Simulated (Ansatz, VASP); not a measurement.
One calculation of LiTaBe2N3, two programs

```
CELL_PARAMETERS angstrom
3.67483 0.00000 0.00000
0.00000 3.67483 0.00000
0.00000 0.00000 4.83179
ATOMIC_POSITIONS crystal
Li 0.00000 0.00000 0.00736
Ta 0.50000 0.50000 0.19768
Be 0.50000 0.00000 0.68162
Be 0.00000 0.50000 0.68162
N 0.50000 0.00000 0.02385
N 0.00000 0.50000 0.02385
N 0.00000 0.00000 0.57259
```

Alike in both runs: functional PBE; k mesh 3 × 3 × 3; occupations gaussian, width 0.15 eV; no spin polarisation.

Ansatz relaxed the structure, and its values are those at the end. VASP's run is a single point on that final structure, the one shown.

```csv
,VASP,Ansatz
version,VASP 6.6.1,Ansatz 0.2.0
potentials or method,"VASP PAW PBE potentials, release 64 (Li_sv, Ta_pv, Be, N), cutoff 750 eV","scalar-relativistic, plane waves, PAW"
valence electrons in the cell,33,35
```

Ansatz gave:

* gap on the k mesh at the Fermi level (eV): none
* pressure (GPa): -0.1
* rms of the force components (eV/Å): 0.006

Task: What did VASP give for the same quantities?

Result: gap on the k mesh at the Fermi level (eV): none; pressure (GPa): 0.5; rms of the force components (eV/Å): 0.031.

A gap of «none» marks a metal or a gap that the smearing closes. VASP's potentials hold 33 valence electrons a cell and Ansatz's 35, so a difference there can come from the potentials and not from the codes.

The k mesh is coarse, so the values compare programs but aren't converged. Neither program's run includes spin-orbit coupling.
